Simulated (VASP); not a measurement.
**P: electric field gradients with PBEsol**

P:

```
CELL_PARAMETERS angstrom
4.28710 0.00000 0.00000
0.00000 4.28710 0.00000
0.00000 0.00000 4.39254
ATOMIC_POSITIONS crystal
P 0.00000 0.00000 0.00000
```

```
Program                : VASP 6.6.1
Task                   : electric field gradients
Functional             : PBEsol
Potentials or basis    : VASP PAW PBE potentials, release 64 (P)
Cutoff                 : 400 eV
k mesh                 : 10 × 10 × 9
Occupations            : fermi-dirac, width 0.08 eV
Spin                   : no spin polarisation
Dipole correction      : no
Further INCAR settings : ALGO = Normal; EDIFF = 1e-08; NBANDS = 8
```

| Property | Result |
| --- | --- |
| Pressure | -3.7 GPa |
| Band gap on the k mesh | zero (an odd number of electrons rules out a gap without spin polarisation) |
| Largest electric field gradient by atom | P -0.8 V/Å² |

Stress tensor (GPa, compression positive):
```
-3.85  0.00  0.00
 0.00 -3.85  0.00
 0.00  0.00 -3.39
```

Levels at points of the mesh, in eV from the Fermi level:
```tsv
k point	band 1	band 2	band 3	band 4	band 5	band 6	band 7
(0.00, 0.00, 0.00)	-8.73	0.44	0.54	0.54	4.61	7.43	7.51
(0.50, 0.00, 0.00)	-8.56	-0.82	0.59	0.69	6.49	7.52	8.17
(0.50, 0.50, 0.00)	-8.41	-0.53	-0.53	0.72	5.86	8.09	9.68
```

Electric field gradients, principal values (V/Å²):
```csv
atom,least,middle,greatest (by size)
1 P,0.381,0.381,-0.762
```

It took 61 s on 1 thread of Intel Xeon 8259CL, on a shared host, peak memory 0.18 GiB.

Caveat: the cell stands under tension; without QUAD_EFG the Cq values of the log hold for a quadrupole moment of 1 mb, not for the nuclei; the PAW data sets were made with another functional, which shifts forces and pressure a little.
